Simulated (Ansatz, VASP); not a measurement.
**GaCuSe2 in VASP and in Ansatz**

```
CELL_PARAMETERS angstrom
1.85861 1.07307 6.07361
-1.85861 1.07307 6.07361
0.00000 -2.14614 6.07361
ATOMIC_POSITIONS crystal
Cu 0.00000 0.00000 0.00000
Ga 0.50000 0.50000 0.50000
Se 0.25135 0.25135 0.25135
Se 0.74865 0.74865 0.74865
```

Alike in both runs: task single point; functional r2SCAN; k mesh 6 × 6 × 6; occupations gaussian, width 0.5 eV; no spin polarisation.

|  | VASP | Ansatz |
| --- | --- | --- |
| version | VASP 6.6.1 | Ansatz 0.2.0 |
| potentials or method | VASP PAW PBE potentials, release 64 (Cu, Ga_d, Se) | plane waves |
| plane-wave cutoff (eV) | 520 | 500 |
| valence electrons in the cell | 36 | 64 |

Ansatz gave:

| Property | Result |
| --- | --- |
| pressure (GPa) | 0.3 |
| traceless stress, the component that is largest in VASP (GPa) | -0.05 |
| rms of the force components (eV/Å) | 0.033 |

Q: Which values does VASP return?

A: Pressure (GPa): 0.4; traceless stress, the component that is largest in VASP (GPa): -0.08; rms of the force components (eV/Å): 0.029.

VASP's potentials were made for PBE, not for r2SCAN. Atom by atom the forces differ by 0.004 eV/Å (rms over components). VASP's potentials hold 36 valence electrons a cell and Ansatz's 64, so a difference there can come from the potentials and not from the codes.
